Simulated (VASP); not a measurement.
# TiNi (Pm-3m) in VASP: notebook

The runs below take TiNi through single point, with r2SCAN.

Program: VASP 6.6.1. These are calculated values, not measurements. Logs are shortened: lines on timing, memory, paths and dates and some standing lists are left out, and cuts for length are marked.

## (1) The cell of the first run

The structure is cubic, space group Pm-3m (No. 221). Conventional cell: a = 2.988 Å, b = 2.988 Å, c = 2.988 Å, α = 90.00°, β = 90.00°, γ = 90.00°. Within 3.4 Å of Ti (site symmetry m-3m) lie 8 Ni at 2.59 Å and 6 Ti at 2.99 Å. Within 3.4 Å of Ni (site symmetry m-3m) lie 8 Ti at 2.59 Å and 6 Ni at 2.99 Å.

## (2) Single point, r2SCAN, collinear spin, zero start

The input, POSCAR:

```
TiNi
1.0
    2.9880661300      0.0000000000      0.0000000000
    0.0000000000      2.9880661300      0.0000000000
    0.0000000000      0.0000000000      2.9880661300
Ti Ni
1 1
Direct
    0.5000000000      0.5000000000      0.5000000000
    0.0000000000      0.0000000000      0.0000000000
```

The input, INCAR.step1:

```
SYSTEM = TiNi
PREC = Accurate
ENCUT = 520
ISMEAR = -1
SIGMA = 0.05
LREAL = .False.
LASPH = .True.
NELM = 150
ISPIN = 2
MAGMOM = 0 0
NUPDOWN = 0.0
LMAXMIX = 4
NBANDS = 22
GGA = PE
ALGO = Normal
EDIFF = 1E-4
LWAVE = .True.
LCHARG = .False.
```

The input, INCAR.step2:

```
SYSTEM = TiNi
PREC = Accurate
ENCUT = 520
EDIFF = 1E-7
ISMEAR = -1
SIGMA = 0.05
LREAL = .False.
LASPH = .True.
NELM = 150
ALGO = Normal
ISIF = 2
LWAVE = .False.
LCHARG = .False.
ISPIN = 2
MAGMOM = 0 0
LORBIT = 11
NUPDOWN = 0.0
LMAXMIX = 4
METAGGA = R2SCAN
LMIXTAU = .True.
NBANDS = 22
ISTART = 1
```

The input, KPOINTS:

```
Automatic mesh
0
Gamma
  10 10 10
  0 0 0
```

Potentials or basis: VASP PAW PBE potentials, release 64 (Ti_sv, Ni).

Run with:

```bash
> cat potpaw_PBE.64/Ti_sv/POTCAR potpaw_PBE.64/Ni/POTCAR > POTCAR
> cp INCAR.step1 INCAR
> mpirun -np 1 vasp_std > vasp.out
> cp INCAR.step2 INCAR
> mpirun -np 1 vasp_std > vasp.out
```

OUTCAR:

```text
SYSTEM = TiNi
   PREC = Accurate
   ENCUT = 520
   EDIFF = 1E-7
   ISMEAR = -1
   LREAL = .False.
   LASPH = .True.
   NELM = 150
   ISIF = 2
   ISPIN = 2
   LORBIT = 11
   NUPDOWN = 0.0
   METAGGA = R2SCAN
   ISTART = 1

 ion  position               nearest neighbor table
   1  0.500  0.500  0.500-   2 2.59   2 2.59   2 2.59   2 2.59   2 2.59   2 2.59   2 2.59   2 2.59

   2  0.000  0.000  0.000-   1 2.59   1 2.59   1 2.59   1 2.59   1 2.59   1 2.59   1 2.59   1 2.59

  LATTYP: Found a simple cubic cell.
 ALAT       =     2.9880661300

  Lattice vectors:

 A1 = (   2.9880661300,   0.0000000000,   0.0000000000)
 A2 = (   0.0000000000,   2.9880661300,   0.0000000000)
 A3 = (   0.0000000000,   0.0000000000,   2.9880661300)

Analysis of symmetry for initial positions (statically):
=====================================================================
 Subroutine PRICEL returns:
 Original cell was already a primitive cell.

 Routine SETGRP: Setting up the symmetry group for a
 simple cubic supercell.

 Subroutine GETGRP returns: Found 48 space group operations
 (whereof 48 operations were pure point group operations)
 out of a pool of 48 trial point group operations.

The static configuration has the point symmetry O_h .

Analysis of symmetry for dynamics (positions and initial velocities):
=====================================================================
 Subroutine PRICEL returns:
 Original cell was already a primitive cell.

 Routine SETGRP: Setting up the symmetry group for a
 simple cubic supercell.

 Subroutine GETGRP returns: Found 48 space group operations
 (whereof 48 operations were pure point group operations)
 out of a pool of 48 trial point group operations.

The dynamic configuration has the point symmetry O_h .

Analysis of structural, dynamic, and magnetic symmetry:
=====================================================================
 Subroutine PRICEL returns:
 Original cell was already a primitive cell.

 Routine SETGRP: Setting up the symmetry group for a
 simple cubic supercell.

 Subroutine GETGRP returns: Found 48 space group operations
 (whereof 48 operations were pure point group operations)
 out of a pool of 48 trial point group operations.

The overall configuration has the point symmetry O_h .

 Subroutine INISYM returns: Found 48 space group operations
 (whereof 48 operations are pure point group operations),
 and found     1 'primitive' translations

----------------------------------------------------------------------------------------

                                     Primitive cell

  volume of cell :      26.6791

  direct lattice vectors                    reciprocal lattice vectors
     2.988066130  0.000000000  0.000000000     0.334664615  0.000000000  0.000000000
     0.000000000  2.988066130  0.000000000     0.000000000  0.334664615  0.000000000
     0.000000000  0.000000000  2.988066130     0.000000000  0.000000000  0.334664615

  length of vectors
     2.988066130  2.988066130  2.988066130     0.334664615  0.334664615  0.334664615

  position of ions in fractional coordinates (direct lattice)
     0.500000000  0.500000000  0.500000000
     0.000000000  0.000000000  0.000000000

  ion indices of the primitive-cell ions
   primitive index   ion index
                 1           1
                 2           2

----------------------------------------------------------------------------------------

 KPOINTS: Automatic mesh

Automatic generation of k-mesh.
 Grid dimensions read from file:
 generate k-points for:   10   10   10

 Generating k-lattice:

  Cartesian coordinates                     Fractional coordinates (reciprocal lattice)
     0.033466461  0.000000000  0.000000000     0.100000000  0.000000000  0.000000000
     0.000000000  0.033466461  0.000000000     0.000000000  0.100000000  0.000000000
     0.000000000  0.000000000  0.033466461     0.000000000  0.000000000  0.100000000

  Length of vectors
     0.033466461  0.033466461  0.033466461

  Shift w.r.t. Gamma in fractional coordinates (k-lattice)
     0.000000000  0.000000000  0.000000000

 Subroutine IBZKPT returns following result:
 ===========================================

 Found     56 irreducible k-points:

 Following reciprocal coordinates:
            Coordinates               Weight
  0.000000  0.000000  0.000000      1.000000
  0.100000  0.000000  0.000000      6.000000
  0.200000  0.000000  0.000000      6.000000
  0.300000  0.000000  0.000000      6.000000
  0.400000  0.000000  0.000000      6.000000
  0.500000  0.000000  0.000000      3.000000
[... 16 lines left out ...]
  0.200000  0.100000  0.100000     24.000000
  0.300000  0.100000  0.100000     24.000000
 [... further k-points ...]
   k-points           NKPTS =     56   k-points in BZ     NKDIM =     56   number of bands    NBANDS=     22
   number of dos      NEDOS =    301   number of ions     NIONS =      2
   total plane-waves  NPLWV =  13824
   dimension x,y,z NGX =    24 NGY =   24 NGZ =   24
   dimension x,y,z NGXF=    48 NGYF=   48 NGZF=   48
   ions per type =               1   1
   NGX,Y,Z   is equivalent  to a cutoff of  13.35, 13.35, 13.35 a.u.
   NGXF,Y,Z  is equivalent  to a cutoff of  26.71, 26.71, 26.71 a.u.
 SYSTEM =  TiNi
   PREC   = accura    normal or accurate (medium, high low for compatibility)
   ISTART =      1    job   : 0-new  1-cont  2-samecut
   ICHARG =      0    charge: 1-file 2-atom 10-const
   ISPIN  =      2    spin polarized calculation?
   LNONCOLLINEAR =      F non collinear calculations
   LSORBIT =      F    spin-orbit coupling
   LASPH  =      T    aspherical Exc in radial PAW
   ENCUT  =  520.0 eV  38.22 Ry    6.18 a.u.   5.56  5.56  5.56*2*pi/ulx,y,z
   NELM   =    150;   NELMIN=  2; NELMDL=  0     # of ELM steps
   EDIFF  = 0.1E-06   stopping-criterion for ELM
   LREAL  =      F    real-space projection
   EDIFFG = 0.1E-05   stopping-criterion for IOM
   NSW    =      0    number of steps for IOM
   IBRION =     -1    ionic relax: 0-MD 1-quasi-New 2-CG
   NFREE  =      0    steps in history (QN), initial steepest desc. (CG)
   ISIF   =      2    stress and relaxation
   ISYM   =      2    0-nonsym 1-usesym 2-fastsym
   POTIM  = 0.5000    time-step for ionic-motion
   TEBEG  =    0.0;   TEEND  =   0.0 temperature during run
   PSTRESS=    0.0 pullay stress
   NELECT =      22.0000    total number of electrons
   NUPDOWN=       0.0000    fix difference up-down
   EMIN   =  10.00;   EMAX   =-10.00  energy-range for DOS
   EFERMI =   0.00;   METHOD = LEGACY
   ISMEAR =    -1;   SIGMA  =   0.05  broadening in eV -4-tet -1-fermi 0-gaus
   EFERMI_NEDOS =   21; number of points for ismear=-14 and -15
   IALGO  =     38    algorithm
   IMIX   =      4    mixing-type and parameters
     AMIX     =   0.40;   BMIX     =  1.00
     AMIX_MAG =   1.60;   BMIX_MAG =  1.00
  volume/ion in A,a.u.               =      13.34        90.02
  Fermi-wavevector in a.u.,A,eV,Ry     =   1.535178  2.901067 32.065840  2.356773
  Thomas-Fermi vector in A             =   2.642003
   LORBIT       =     11    0 simple, 1 ext, 2 COOP (PROOUT), +10 PAW based schemes
   METAGGA = R2SCAN    functional components
   LHFCALC =     F    Hartree Fock is set to
   AEXX    =    0.0000 exact exchange contribution
   IVDW    =     0    specifies the selected vdW correction
   LEPSILON=     F    determine dielectric tensor
   LRPA    =     F    only Hartree local field effects (RPA)
 spin polarized calculation
  energy-cutoff  :      520.00
  volume of cell :       26.68
 maximum number of plane-waves:       739
 NGX is ok and might be reduce to    24
   NGX = 11   NGY = 11   NGZ = 11

 number of electron      21.9999986 magnetization       0.0000000

 number of electron      21.9999986 magnetization      -0.0000000

 Free energy of the ion-electron system (eV)
  ---------------------------------------------------
  ext. energy  EPLUGINS =         0.00000000
  ---------------------------------------------------
  free energy    TOTEN  =       -25.59168064 eV

  energy without entropy =      -25.57382671  energy(sigma->0) =      -25.58275368

 E-fermi :   9.6426     XC(G=0): -13.5580

 val. band max:        9.6150965529   @ k =   0.3000   0.3000   0.3000
 cond. band min:       9.6464332491   @ k =   0.3000   0.3000   0.0000
 fundamental gap:      0.0313366963
 Fermi energy:         9.6425960491

 spin component 1

 k-point     1 :       0.0000    0.0000    0.0000
  band No.  band energies     occupation
      1     -50.0137      1.00000
      2     -25.0608      1.00000
      3     -25.0608      1.00000
      4     -25.0608      1.00000
      5       1.3230      1.00000
      6       5.5294      1.00000
[... 14 lines left out ...]
     21      29.3181      0.00000
     22      31.5417      0.00000
[... 552 lines left out ...]
  band No.  band energies     occupation
      1     -49.9866      1.00000
      2     -25.2551      1.00000
      3     -25.0716      1.00000
      4     -25.0695      1.00000
      5       3.3514      1.00000
      6       6.1403      1.00000
[... 14 lines left out ...]
     21      28.0805      0.00000
     22      28.1414      0.00000

 [... further k-points ...]

 spin component 2

 k-point     1 :       0.0000    0.0000    0.0000
  band No.  band energies     occupation
      1     -50.0137      1.00000
      2     -25.0608      1.00000
      3     -25.0608      1.00000
      4     -25.0608      1.00000
      5       1.3230      1.00000
      6       5.5294      1.00000
[... 14 lines left out ...]
     21      29.3181      0.00000
     22      31.5417      0.00000
[... 552 lines left out ...]
  band No.  band energies     occupation
      1     -49.9866      1.00000
      2     -25.2551      1.00000
      3     -25.0716      1.00000
      4     -25.0695      1.00000
      5       3.3514      1.00000
      6       6.1403      1.00000
[... 14 lines left out ...]
     21      28.0805      0.00000
     22      28.1414      0.00000

 [... further k-points ...]

------------------------ aborting loop because EDIFF is reached ----------------------------------------

  FORCE on cell =-STRESS in cart. coord.  units (eV):
  Direction    XX          YY          ZZ          XY          YZ          ZX
  --------------------------------------------------------------------------------------
  -------------------------------------------------------------------------------------
  Total        0.0798631      0.0798631      0.0798631     -0.0000000      0.0000000     -0.0000000
  in kB        4.7960751      4.7960751      4.7960751     -0.0000000      0.0000000     -0.0000000
  external PRESSURE =       4.7960751 kB  Pullay stress =       0.0000000 kB

 VOLUME and BASIS-vectors are now :
 -----------------------------------------------------------------------------
  energy-cutoff  :      520.00
  volume of cell :       26.68
      direct lattice vectors                 reciprocal lattice vectors
     2.988066130  0.000000000  0.000000000     0.334664615  0.000000000  0.000000000
     0.000000000  2.988066130  0.000000000     0.000000000  0.334664615  0.000000000
     0.000000000  0.000000000  2.988066130     0.000000000  0.000000000  0.334664615

 POSITION                                       TOTAL-FORCE (eV/Angst)
 -----------------------------------------------------------------------------------
      1.49403      1.49403      1.49403         0.000000      0.000000      0.000000
      0.00000      0.00000      0.00000         0.000000      0.000000      0.000000
 -----------------------------------------------------------------------------------
    total drift:                                0.000000      0.000000     -0.000000

  FREE ENERGIE OF THE ION-ELECTRON SYSTEM (eV)
  ---------------------------------------------------
  free  energy   TOTEN  =       -25.5916806399 eV

  energy  without entropy=      -25.5738267133  energy(sigma->0) =      -25.58275368

 total charge

# of ion       s       p       d       tot
------------------------------------------
    1        2.237   6.176   1.798  10.212
    2        0.599   0.514   8.335   9.448
--------------------------------------------------
tot          2.836   6.690  10.133  19.659

 magnetization (x)

# of ion       s       p       d       tot
------------------------------------------
    1        0.000   0.000   0.000   0.000
    2        0.000  -0.000  -0.000  -0.000
--------------------------------------------------
tot          0.000  -0.000  -0.000   0.000
```

Run time: 2 min. Hardware: 1 thread of Intel Xeon 6975P-C (Granite Rapids), shared host; peak memory 0.18 GiB.

Results:

```
Free energy                                           : -25.5917 eV
Pressure                                              : 0.5 GPa
Net moment                                            : 0.00 μB per cell
Valence electrons inside the program's atomic spheres : Ti 10.21; Ni 9.45
```

Caveat: the PAW data sets were made with another functional, which shifts forces and pressure a little; the total moment is fixed, so each spin has its own Fermi level.

## (3) Single point, r2SCAN, collinear spin, ferromagnetic start

POSCAR is that of step 2.

INCAR.step1: that of step 2 with these lines changed.

```diff
@@ -9,4 +9,4 @@
 ISPIN = 2
-MAGMOM = 0 0
-NUPDOWN = 0.0
+MAGMOM = 0.27 0.1
+NUPDOWN = 0.4
 LMAXMIX = 4
```

INCAR.step2: that of step 2 with these lines changed.

```diff
@@ -14,5 +14,5 @@
 ISPIN = 2
-MAGMOM = 0 0
+MAGMOM = 0.27 0.1
 LORBIT = 11
-NUPDOWN = 0.0
+NUPDOWN = 0.4
 LMAXMIX = 4
```

KPOINTS is that of step 2.

Potentials or basis: VASP PAW PBE potentials, release 64 (Ti_sv, Ni).

Run with:

```bash
> cat potpaw_PBE.64/Ti_sv/POTCAR potpaw_PBE.64/Ni/POTCAR > POTCAR
> cp INCAR.step1 INCAR
> mpirun -np 1 vasp_std > vasp.out
> cp INCAR.step2 INCAR
> mpirun -np 1 vasp_std > vasp.out
```

Run time: 1.7 min. Hardware: 1 thread of Intel Xeon 6975P-C (Granite Rapids), shared host; peak memory 0.19 GiB.

Results (log left out):

* Free energy: -25.5798 eV
* Pressure: 0.8 GPa
* Net moment: 0.40 μB per cell
* Site moments: Ti +0.27; Ni +0.08 μB
* Valence electrons inside the program's atomic spheres: Ti 10.21; Ni 9.45

Caveat: the PAW data sets were made with another functional, which shifts forces and pressure a little; the total moment is fixed, so each spin has its own Fermi level.

[end of part 1 of 2]
